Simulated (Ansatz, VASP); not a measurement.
**EuFe in VASP and in Ansatz**

```xyz
2
Lattice="3.3974 -0.0340 0.0000 -0.0340 3.3974 0.0000 0.0000 0.0000 3.3974" Properties=species:S:1:pos:R:3 pbc="T T T"
Eu    0.0000    0.0000    0.0000
Fe    1.6817    1.6817    1.6987
```

Change from the starting cell: strain e6 = -0.02, atoms carried along.

Alike in both runs: task single point; functional PBEsol; k mesh 8 × 8 × 8; occupations gaussian, width 0.05 eV; collinear spin.

|  | VASP | Ansatz |
| --- | --- | --- |
| version | VASP 6.6.1 | Ansatz 0.2.0 |
| potentials or method | VASP PAW PBE potentials, release 64 (Eu, Fe), cutoff 520 eV | scalar-relativistic, plane waves, PAW |
| valence electrons in the cell | 25 | 33 |

```csv
,VASP,Ansatz,Ansatz less VASP
gap on the k mesh at the Fermi level (eV),none,none,-
pressure (GPa),0.1,0.0,-0.08
"traceless stress, the component that is largest in VASP (GPa)",0.35,0.36,+0.001
net moment per atom (μB),2.37,2.37,-0.001
size of the moment on the site where the two differ most (μB),6.57,6.67,+0.093
```

VASP's potentials were made for PBE, not for PBEsol. Site moments also hang on the region over which each program counts them. A gap of «none» marks a metal or a gap that the smearing closes. VASP's potentials hold 25 valence electrons a cell and Ansatz's 33, so a difference there can come from the potentials and not from the codes. Ansatz's warnings: given moment on shells.

Neither program's run includes spin-orbit coupling.
